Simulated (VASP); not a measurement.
Crystal: KF.

```
K F
1.0
     0.00000    2.67382    2.67382
     2.67382    0.00000    2.67382
     2.67382    2.67382    0.00000
K F
1 1
Cartesian
  0.0000 0.0000 0.0000
  1.3369 1.3369 1.3369
```

| Quantity | Value |
| --- | --- |
| Program | VASP 6.6.1 |
| Task | relaxation of cell and atoms |
| Functional | PBE |
| Potentials or basis | VASP PAW PBE potentials, release 64 (K_sv, F) |
| Cutoff | 600 eV |
| k mesh | 8 × 8 × 8 |
| Occupations | fermi-dirac, width 0.02 eV |
| Spin | no spin polarisation |

At the start: pressure 14.1 GPa; volume 19.12 Å³/atom.

Q: How do energy, volume and symmetry change on relaxing?

A: Over 7 steps the energy falls by 235.6 meV/atom and the volume is 26.14 Å³/atom (+36.7 %); space group F-43m (No. 216, to 0.1 Å) before and after.

Step by step:
```
step  energy change (eV)  largest force (eV/Å)  pressure (GPa)  volume (Å³)
   1              0.0000                0.0000           14.12        38.23
   2             -0.4456                0.0000            2.20        48.33
   3             -0.4689                0.0000            0.61        51.05
   4             -0.4712                0.0000            0.04        52.20
   5             -0.4711                0.0000           -0.11        52.51
   6             -0.4712                0.0000           -0.04        52.36
   7             -0.4712                0.0000            0.00        52.28
```

Final structure:
```
K F
1.0
     0.00000    2.96779    2.96779
     2.96779    0.00000    2.96779
     2.96779    2.96779    0.00000
K F
1 1
Direct
  0.00000 0.00000 0.00000
  0.25000 0.25000 0.25000
```

Caveat: the volume moved by over 15 % at a fixed basis, so the end points are rough; the structure was generated, so it needn't be the stable form of KF.
